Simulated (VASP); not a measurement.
Set up this calculation in VASP 6.6.1, as the native input.

* Task: single point
* Functional: revPBE
* Potentials or basis: VASP PAW PBE potentials, release 64 (B)
* Cutoff: 520 eV
* k mesh: 18 × 18 × 18
* Occupations: fermi-dirac, width 0.1 eV
* Spin: no spin polarisation
* Dipole correction: no
* Further INCAR settings: ALGO = Normal; EDIFF = 1e-07; NBANDS = 8

The structure of B lies in POSCAR:

```
B
1.0
    0.0000000000      1.4392189901      1.4392189901
    1.4392189901      0.0000000000      1.4392189901
    1.4392189901      1.4392189901      0.0000000000
B
1
Direct
    0.0000000000      0.0000000000      0.0000000000
```

One way to write it, as run:

INCAR

```
ALGO = Normal ; EDIFF = 1E-7
ENCUT = 520 ; GGA = RE
ISIF = 2 ; ISMEAR = -1
LASPH = T ; LCHARG = F
LREAL = F ; LWAVE = F
NBANDS = 8 ; NELM = 80
PREC = Accurate ; SIGMA = 0.1
```

KPOINTS

```
k-points
0
Gamma
  18 18 18
```

Potentials or basis: VASP PAW PBE potentials, release 64 (B).

Run with:

```console
$ cat potpaw_PBE.64/B/POTCAR > POTCAR
$ mpirun -np 1 vasp_std > vasp.out
```

Results of the run:

```
Pressure : -0.2 GPa
```

Caveat: the PAW data sets were made with another functional, which shifts forces and pressure a little.

It took 2.6 s on 1 thread of Intel Xeon 6975P-C, on a shared host, peak memory 0.11 GiB.
